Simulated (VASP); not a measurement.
# NaH6Os2 (F-43m) in VASP: notebook

The runs below take NaH6Os2 through single point, relaxation of cell and atoms, with PBE.

All numbers are computed with VASP 6.6.1; they aren't measurements. Logs are shortened: lines on timing, memory, paths and dates and some standing lists are left out, and cuts for length are marked.

**1. The cell of the first run**

The structure is cubic, space group F-43m (No. 216). The conventional cell has a = 6.952 Å, b = 6.952 Å, c = 6.952 Å, α = 90.00°, β = 90.00°, γ = 90.00°. Within 2.4 Å of Na (site symmetry -43m) lie 6 H at 1.82 Å. H (site symmetry 2mm) has 1 Os at 1.66 Å and 1 Na at 1.82 Å within 2.2 Å. Os (site symmetry -43m) has 12 H at 2.46 Å and 4 Na at 3.01 Å and 4 Os at 3.01 Å within 3.2 Å. Os (site symmetry -43m) has 6 H at 1.66 Å within 2.2 Å.

The cell was built from a structure type or drawn by symmetry, and may not be a known phase.

**2. Single point, PBE**

Contents of INCAR:

```
  PREC = Accurate
  ENCUT = 520
  EDIFF = 1E-7
  ISMEAR = 0
  SIGMA = 0.1
  LREAL = F
  LASPH = T
  NELM = 100
  ALGO = Normal
  ISIF = 2
  LWAVE = F
  LCHARG = F
  GGA = PE
  NBANDS = 24
```

Contents of KPOINTS:

```
regular mesh
0
Gamma
  4 4 4
```

Contents of POSCAR:

```
NaH6Os2
1.0
    0.0000000000      3.4758647180      3.4758647180
    3.4758647180      0.0000000000      3.4758647180
    3.4758647180      3.4758647180      0.0000000000
Na H Os
1 6 2
Direct
    0.5000000000      0.5000000000      0.5000000000
    0.7617460336      0.2382539664      0.2382539664
    0.2382539664      0.7617460336      0.7617460336
    0.2382539664      0.7617460336      0.2382539664
    0.7617460336      0.2382539664      0.7617460336
    0.2382539664      0.2382539664      0.7617460336
    0.7617460336      0.7617460336      0.2382539664
    0.7500000000      0.7500000000      0.7500000000
    0.0000000000      0.0000000000      0.0000000000
```

Potentials or basis: VASP PAW PBE potentials, release 64 (Na_pv, H, Os).

Launch:

```console
cat potpaw_PBE.64/Na_pv/POTCAR potpaw_PBE.64/H/POTCAR potpaw_PBE.64/Os/POTCAR > POTCAR
mpirun -np 1 vasp_std > vasp.out
```

OUTCAR:

```text
PREC = Accurate
   ENCUT = 520
   EDIFF = 1E-7
   ISMEAR = 0
   LREAL = F
   LASPH = T
   NELM = 100
   ISIF = 2
   GGA = PE

 ion  position               nearest neighbor table
   1  0.500  0.500  0.500-   2 1.82   3 1.82   4 1.82   5 1.82   6 1.82   7 1.82   8 3.01   8 3.01
                             8 3.01   8 3.01
   2  0.762  0.238  0.238-   9 1.66   1 1.82
   3  0.238  0.762  0.762-   9 1.66   1 1.82
   4  0.238  0.762  0.238-   9 1.66   1 1.82
   5  0.762  0.238  0.762-   9 1.66   1 1.82
   6  0.238  0.238  0.762-   9 1.66   1 1.82
   7  0.762  0.762  0.238-   9 1.66   1 1.82
   8  0.750  0.750  0.750-   1 3.01   1 3.01   1 3.01   9 3.01   9 3.01   9 3.01   9 3.01   1 3.01

   9  0.000  0.000  0.000-   2 1.66   3 1.66   4 1.66   5 1.66   6 1.66   7 1.66   8 3.01   8 3.01
                             8 3.01   8 3.01

  LATTYP: Found a face centered cubic cell.
 ALAT       =     6.9517294360

  Lattice vectors:

 A1 = (   0.0000000000,   3.4758647180,   3.4758647180)
 A2 = (   3.4758647180,   0.0000000000,   3.4758647180)
 A3 = (   3.4758647180,   3.4758647180,   0.0000000000)

Analysis of symmetry for initial positions (statically):
=====================================================================
 Subroutine PRICEL returns:
 Original cell was already a primitive cell.

 Routine SETGRP: Setting up the symmetry group for a
 face centered cubic supercell.

 Subroutine GETGRP returns: Found 24 space group operations
 (whereof 24 operations were pure point group operations)
 out of a pool of 48 trial point group operations.

The static configuration has the point symmetry T_d .

Analysis of symmetry for dynamics (positions and initial velocities):
=====================================================================
 Subroutine PRICEL returns:
 Original cell was already a primitive cell.

 Routine SETGRP: Setting up the symmetry group for a
 face centered cubic supercell.

 Subroutine GETGRP returns: Found 24 space group operations
 (whereof 24 operations were pure point group operations)
 out of a pool of 48 trial point group operations.

The dynamic configuration has the point symmetry T_d .

 Subroutine INISYM returns: Found 24 space group operations
 (whereof 24 operations are pure point group operations),
 and found     1 'primitive' translations

----------------------------------------------------------------------------------------
[... 96 lines left out ...]
   ISIF   =      2    stress and relaxation
   ISYM   =      2    0-nonsym 1-usesym 2-fastsym
   POTIM  = 0.5000    time-step for ionic-motion
   TEBEG  =    0.0;   TEEND  =   0.0 temperature during run
   PSTRESS=    0.0 pullay stress
   NELECT =      29.0000    total number of electrons
   NUPDOWN=      -1.0000    fix difference up-down
   EMIN   =  10.00;   EMAX   =-10.00  energy-range for DOS
   EFERMI =   0.00;   METHOD = LEGACY
   ISMEAR =     0;   SIGMA  =   0.10  broadening in eV -4-tet -1-fermi 0-gaus
   EFERMI_NEDOS =   21; number of points for ismear=-14 and -15
   IALGO  =     38    algorithm
   IMIX   =      4    mixing-type and parameters
     AMIX     =   0.40;   BMIX     =  1.00
     AMIX_MAG =   1.60;   BMIX_MAG =  1.00
  volume/ion in A,a.u.               =       9.33        62.98
  Fermi-wavevector in a.u.,A,eV,Ry     =   1.148510  2.170368 17.947096  1.319074
  Thomas-Fermi vector in A             =   2.285184
   LORBIT       =      0    0 simple, 1 ext, 2 COOP (PROOUT), +10 PAW based schemes
   GGA     = PE    functional components
   LHFCALC =     F    Hartree Fock is set to
   AEXX    =    0.0000 exact exchange contribution
   IVDW    =     0    specifies the selected vdW correction
   LEPSILON=     F    determine dielectric tensor
   LRPA    =     F    only Hartree local field effects (RPA)
 non-spin polarized calculation
 Gauss-broadening in eV      SIGMA  =   0.10
  energy-cutoff  :      520.00
  volume of cell :       83.99
 maximum number of plane-waves:      2276
 NGX is ok and might be reduce to    40
   NGX = 19   NGY = 19   NGZ = 19

 number of electron      29.0000006 magnetization

 Free energy of the ion-electron system (eV)
  ---------------------------------------------------
  ext. energy  EPLUGINS =         0.00000000
  ---------------------------------------------------
  free energy    TOTEN  =       -37.40072919 eV

  energy without entropy =      -37.35997041  energy(sigma->0) =      -37.38034980

 E-fermi :   2.4044     XC(G=0): -10.0435

 val. band max:        2.3780319389   @ k =   0.5000   0.2500   0.0000
 cond. band min:       2.4195292993   @ k =  -0.2500   0.5000   0.2500
 fundamental gap:      0.0414973604
 Fermi energy:         2.4043957276

 k-point     1 :       0.0000    0.0000    0.0000
  band No.  band energies     occupation
      1     -20.9080      2.00000
      2     -20.9080      2.00000
      3     -20.9080      2.00000
      4      -6.8312      2.00000
      5      -3.6705      2.00000
      6      -3.6705      2.00000
[... 205 lines left out ...]
     23      11.6706      0.00000
     24      11.9519      0.00000

------------------------ aborting loop because EDIFF is reached ----------------------------------------

  FORCE on cell =-STRESS in cart. coord.  units (eV):
  Direction    XX          YY          ZZ          XY          YZ          ZX
  --------------------------------------------------------------------------------------
  -------------------------------------------------------------------------------------
  Total        0.0510674      0.0510674      0.0510674     -0.0000000     -0.0000000      0.0000000
  in kB        0.9741724      0.9741724      0.9741724     -0.0000000     -0.0000000      0.0000000
  external PRESSURE =       0.9741724 kB  Pullay stress =       0.0000000 kB

 VOLUME and BASIS-vectors are now :
 -----------------------------------------------------------------------------
  energy-cutoff  :      520.00
  volume of cell :       83.99
      direct lattice vectors                 reciprocal lattice vectors
     0.000000000  3.475864718  3.475864718    -0.143849097  0.143849097  0.143849097
     3.475864718  0.000000000  3.475864718     0.143849097 -0.143849097  0.143849097
     3.475864718  3.475864718  0.000000000     0.143849097  0.143849097 -0.143849097

 POSITION                                       TOTAL-FORCE (eV/Angst)
 -----------------------------------------------------------------------------------
      3.47586      3.47586      3.47586        -0.000000     -0.000000      0.000000
      1.65628      3.47586      3.47586         0.026076     -0.000000      0.000000
      5.29545      3.47586      3.47586        -0.026076     -0.000000      0.000000
      3.47586      1.65628      3.47586        -0.000000      0.026076      0.000000
      3.47586      5.29545      3.47586        -0.000000     -0.026076      0.000000
      3.47586      3.47586      1.65628        -0.000000     -0.000000      0.026076
      3.47586      3.47586      5.29545        -0.000000     -0.000000     -0.026076
      5.21380      5.21380      5.21380        -0.000000     -0.000000     -0.000000
      0.00000      0.00000      0.00000        -0.000000     -0.000000     -0.000000
 -----------------------------------------------------------------------------------
    total drift:                               -0.000000     -0.000000     -0.000000

  FREE ENERGIE OF THE ION-ELECTRON SYSTEM (eV)
  ---------------------------------------------------
  free  energy   TOTEN  =       -37.4007291931 eV

  energy  without entropy=      -37.3599704074  energy(sigma->0) =      -37.38034980
```

stdout:

```text
POSCAR found type information on POSCAR NaH Os
 POSCAR found :  3 types and       9 ions
 scaLAPACK will be used
 LDA part: xc-table for (Slater+PW92), standard interpolation
 POSCAR, INCAR and KPOINTS ok, starting setup
 FFT: planning ... GRIDC
 FFT: planning ... GRID_SOFT
 FFT: planning ... GRID
 WAVECAR not read
 entering main loop
```

Run time: 56 s. Hardware: 1 thread of Intel Xeon 8259CL, shared host; peak memory 0.24 GiB.

What came out:

```yaml
Free_energy: -37.4007 eV
Pressure: 0.1 GPa
Largest_force: 0.026 eV/Å
Band_gap_on_the_k_mesh: zero (an odd number of electrons rules out a gap without spin polarisation)
```

Forces in eV/Å, atoms in the order of the input:
```
Na   0.000  0.000  0.000
H    0.026  0.000  0.000
H   -0.026  0.000  0.000
H    0.000  0.026  0.000
H    0.000 -0.026  0.000
H    0.000  0.000  0.026
H    0.000  0.000 -0.026
Os   0.000  0.000  0.000
Os   0.000  0.000  0.000
```

Caveat: the k points lie up to 0.39 Å⁻¹ apart, too coarse for converged energies and pressures of a metal; spin-orbit coupling is left out, which moves the levels of the heavy elements.

**3. Single point, PBE**

This run uses another cell than the first one, of 9.81 Å³/atom.

Contents of INCAR:

```
ALGO = Normal
EDIFF = 1E-6
ENCUT = 520
GGA = PE
ISIF = 2
ISMEAR = 0
LASPH = T
LCHARG = T
LELF = T
LREAL = F
LVHAR = T
LWAVE = F
NBANDS = 24
NELM = 100
PREC = Accurate
SIGMA = 0.1
```

Contents of KPOINTS:

```
k-points
0
Gamma
  4 4 4
```

Contents of POSCAR:

```
NaH6Os2
1.0
    0.0000000000      3.5347574700      3.5347574700
    3.5347574700      0.0000000000      3.5347574700
    3.5347574700      3.5347574700      0.0000000000
Na H Os
1 6 2
Direct
    0.5000000000      0.5000000000      0.5000000000
    0.7627423300      0.2372576700      0.2372576700
    0.2372576700      0.7627423300      0.7627423300
    0.2372576700      0.7627423300      0.2372576700
    0.7627423300      0.2372576700      0.7627423300
    0.2372576700      0.2372576700      0.7627423300
    0.7627423300      0.7627423300      0.2372576700
    0.7500000000      0.7500000000      0.7500000000
    0.0000000000      0.0000000000      0.0000000000
```

Potentials or basis: VASP PAW PBE potentials, release 64 (Na_pv, H, Os).

Launch:

```console
cat potpaw_PBE.64/Na_pv/POTCAR potpaw_PBE.64/H/POTCAR potpaw_PBE.64/Os/POTCAR > POTCAR
mpirun -np 1 vasp_std > vasp.out
```

Run time: 56 s. Hardware: 1 thread of Intel Xeon 8259CL, shared host; peak memory 0.24 GiB.

Results (log left out):

```yaml
Free_energy: -37.3478 eV
Pressure: -4.4 GPa
Largest_force: 0.159 eV/Å
Band_gap_on_the_k_mesh: zero (an odd number of electrons rules out a gap without spin polarisation)
```

Forces in eV/Å, atoms in the order of the input:
```
Na   0.000  0.000  0.000
H   -0.159  0.000  0.000
H    0.159  0.000  0.000
H    0.000 -0.159  0.000
H    0.000  0.159  0.000
H    0.000  0.000 -0.159
H    0.000  0.000  0.159
Os   0.000  0.000  0.000
Os   0.000  0.000  0.000
```

Levels at points of the mesh, in eV from the Fermi level:
```tsv
k point	band 11	band 12	band 13	band 14	band 15	band 16	band 17	band 18
(0.00, 0.00, 0.00)	-1.81	-1.81	-0.44	-0.44	1.42	1.42	1.42	3.80
(0.50, 0.00, 0.00)	-2.16	-2.16	-0.29	-0.29	-0.04	0.36	0.36	3.34
(0.50, 0.50, 0.00)	-2.27	-2.27	-1.08	-0.48	-0.08	-0.08	0.28	3.50
```

Caveat: the k points lie up to 0.38 Å⁻¹ apart, too coarse for converged energies and pressures of a metal; spin-orbit coupling is left out, which moves the levels of the heavy elements.

**4. Relaxation of cell and atoms, PBE**

This run uses another cell than the first one, of 9.81 Å³/atom.

Contents of INCAR:

```
  ALGO = Normal
  EDIFF = 1E-6
  EDIFFG = -0.04
  ENCUT = 600
  GGA = PE
  IBRION = 2
  ISIF = 3
  ISMEAR = 0
  LASPH = True
  LCHARG = False
  LREAL = False
  LWAVE = False
  NELM = 80
  NSW = 90
  PREC = Accurate
  SIGMA = 0.1
```

KPOINTS is that of step 3.

POSCAR is that of step 3.

Launch:

```console
cat potpaw_PBE.64/Na_pv/POTCAR potpaw_PBE.64/H/POTCAR potpaw_PBE.64/Os/POTCAR > POTCAR
mpirun -np 1 vasp_std > vasp.out
```

It took 2.2 min on 1 thread of Intel Xeon 8259CL, shared host; peak memory 0.26 GiB.

It converged, with:

- Free energy: -37.4058 eV
- Relaxed volume: 9.33 Å³/atom
- Relaxed cell: a = 4.915 Å, b = 4.915 Å, c = 4.915 Å, α = 60.00°, β = 60.00°, γ = 60.00°
- Space group after relaxing (to 0.1 Å): F-43m (No. 216)
- Energy gained by relaxing: 6.1 meV/atom
- Ionic steps: 5
- Pressure after relaxing: 0.1 GPa
- Largest force after relaxing: 0.020 eV/Å
- Band gap on the k mesh: zero (an odd number of electrons rules out a gap without spin polarisation)

Forces on the atoms (eV/Å):
```
Na   0.000  0.000  0.000
H   -0.020  0.000  0.000
H    0.020  0.000  0.000
H    0.000 -0.020  0.000
H    0.000  0.020  0.000
H    0.000  0.000 -0.020
H    0.000  0.000  0.020
Os   0.000  0.000  0.000
Os   0.000  0.000  0.000
```

The path:
| step | energy change (eV) | largest force (eV/Å) | pressure (GPa) | volume (Å³) |
| --- | --- | --- | --- | --- |
| 1 | 0.0000 | 0.1587 | -4.26 | 88.33 |
| 2 | -0.0424 | 0.2707 | 0.06 | 85.04 |
| 3 | -0.0432 | 0.2173 | -0.51 | 85.42 |
| 4 | -0.0531 | 0.0804 | -0.22 | 84.58 |
| 5 | -0.0545 | 0.0201 | 0.06 | 83.97 |

Final structure:
```
Na H Os
1.0
     0.00000    3.47567    3.47567
     3.47567    0.00000    3.47567
     3.47567    3.47567    0.00000
Na H Os
1 6 2
Cartesian
  3.4757 3.4757 3.4757
  1.6582 3.4757 3.4757
  5.2931 3.4757 3.4757
  3.4757 1.6582 3.4757
  3.4757 5.2931 3.4757
  3.4757 3.4757 1.6582
  3.4757 3.4757 5.2931
  5.2135 5.2135 5.2135
  3.4757 3.4757 0.0000
```

Levels at points of the mesh, in eV from the Fermi level:
```
           k point  band 11  band 12  band 13  band 14  band 15  band 16  band 17  band 18
(0.00, 0.00, 0.00)    -1.98    -1.98    -0.45    -0.45     1.53     1.53     1.53     4.13
(0.50, 0.00, 0.00)    -2.34    -2.34    -0.32    -0.32    -0.06     0.40     0.40     3.56
(0.50, 0.50, 0.00)    -2.46    -2.46    -1.18    -0.49    -0.09    -0.09     0.31     3.66
```

Caveat: the k points lie up to 0.39 Å⁻¹ apart in the final cell, too coarse for converged energies and pressures of a metal; spin-orbit coupling is left out, which moves the levels of the heavy elements.

**5. The runs side by side**

| task | cell | cutoff (eV) | gap on the mesh (eV) | pressure (GPa) | largest force (eV/Å) |
| --- | --- | --- | --- | --- | --- |
| single point | a = 4.916 Å, angles 60.0°, 9 atoms | 520 | none | 0.1 | 0.03 |
| single point | a = 4.999 Å, angles 60.0°, 9 atoms | 520 | none | -4.4 | 0.16 |
| relaxation of cell and atoms | relaxed from a = 4.999 Å, angles 60.0°, 9 atoms | 600 | none | 0.1 | 0.02 |

Alike in all rows: level PBE; potentials or basis VASP PAW PBE potentials, release 64 (Na_pv, H, Os); no spin polarisation; k mesh 4 × 4 × 4; smearing gaussian 0.1 eV.

Caveats: all runs use coarse meshes; spin-orbit coupling is left out, which moves the levels of the heavy elements.

Absolute energies hang on the potentials; compare differences alone.
